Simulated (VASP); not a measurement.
Write the native input for VASP 6.6.1 that does the following.

| Quantity | Value |
| --- | --- |
| Task | single point |
| Functional | PBEsol |
| Potentials or basis | VASP PAW PBE potentials, release 64 (W_sv) |
| Cutoff | 520 eV |
| k mesh | 15 × 15 × 15 |
| Occupations | fermi-dirac, width 0.1 eV |
| Spin | no spin polarisation |
| Dipole correction | no |
| Further INCAR settings | ALGO = Normal; EDIFF = 1e-06; NBANDS = 13 |

The structure of W lies in POSCAR:

```
W
1.0
    0.0000000000      1.9726480629      1.9726480629
    1.9726480629      0.0000000000      1.9726480629
    1.9726480629      1.9726480629      0.0000000000
W
1
Direct
    0.0000000000      0.0000000000      0.0000000000
```

This cell differs from its parent crystal: volume scaled by 0.96.

The input as run:

INCAR

```
SYSTEM = W
PREC     = Accurate       ! precision mode
ENCUT    = 520            ! plane-wave cutoff, eV
EDIFF    = 1E-6           ! SCF threshold, eV
ISMEAR   = -1             ! smearing method
SIGMA    = 0.1            ! smearing width, eV
LREAL    = .False.        ! projectors in reciprocal space
LASPH    = .True.         ! aspherical terms in the spheres
NELM     = 80             ! most SCF steps
ALGO     = Normal         ! electronic algorithm
ISIF     = 2              ! what is computed and relaxed
LWAVE    = .False.        ! write WAVECAR
LCHARG   = .False.        ! write CHGCAR
GGA      = PS             ! functional
NBANDS   = 13             ! bands
```

KPOINTS

```
regular mesh
0
Gamma
  15 15 15
  0 0 0
```

Potentials or basis: VASP PAW PBE potentials, release 64 (W_sv).

Launch:

```sh
$ cat potpaw_PBE.64/W_sv/POTCAR > POTCAR
$ mpirun -np 1 vasp_std > vasp.out
```

It gave:

```
Pressure               : 13.8 GPa
Band gap on the k mesh : zero (band 7 reaches 14.50 eV, above the bottom of band 8 at 10.61 eV)
```

Caveat: the PAW data sets were made with another functional, which shifts forces and pressure a little; spin-orbit coupling is left out, which moves the levels of the heavy elements.

Wall time 45 s on 1 thread of Intel Xeon 8259CL, on a shared host, peak memory 0.16 GiB.
